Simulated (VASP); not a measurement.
Set up this calculation in VASP 6.6.1, as the native input.

```
Task                   : single point
Functional             : RPBE
Potentials or basis    : VASP PAW PBE potentials, release 64 (Ta_pv, N)
Cutoff                 : 520 eV
k mesh                 : 10 × 10 × 10
Occupations            : fermi-dirac, width 0.05 eV
Spin                   : no spin polarisation
Dipole correction      : no
Further INCAR settings : ALGO = Normal; EDIFF = 1e-06; NBANDS = 15
```

The structure of TaN lies in POSCAR:

```
TaN
1.0
    0.0000000000      2.2113230000      2.2113230000
    2.2113230000      0.0000000000      2.2113230000
    2.2113230000      2.2113230000      0.0000000000
Ta N
1 1
Direct
    0.5000000000      0.5000000000      0.5000000000
    0.0000000000      0.0000000000      0.0000000000
```

One way to write it, as run:

INCAR

```
SYSTEM = TaN
PREC = Accurate ; ENCUT = 520
EDIFF = 1E-6 ; ISMEAR = -1
SIGMA = 0.05 ; LREAL = .FALSE.
LASPH = .TRUE. ; NELM = 100
ALGO = Normal ; ISIF = 2
LWAVE = .FALSE. ; LCHARG = .FALSE.
GGA = RP ; NBANDS = 15
```

KPOINTS

```
Automatic mesh
0
G
  10 10 10
  0 0 0
```

Potentials or basis: VASP PAW PBE potentials, release 64 (Ta_pv, N).

The run is started by

```sh
$ cat potpaw_PBE.64/Ta_pv/POTCAR potpaw_PBE.64/N/POTCAR > POTCAR
$ mpirun -np 1 vasp_std > vasp.out
```

It gave:

```
Pressure               : 4.0 GPa
Band gap on the k mesh : zero (band 8 reaches 11.31 eV, above the bottom of band 9 at 7.41 eV)
```

Caveat: the PAW data sets were made with another functional, which shifts forces and pressure a little; spin-orbit coupling is left out, which moves the levels of the heavy elements.

Run time: 6.8 s on 1 thread of AMD EPYC 9R45 96-Core Processor (Zen 5) (shared host), peak memory 0.12 GiB.
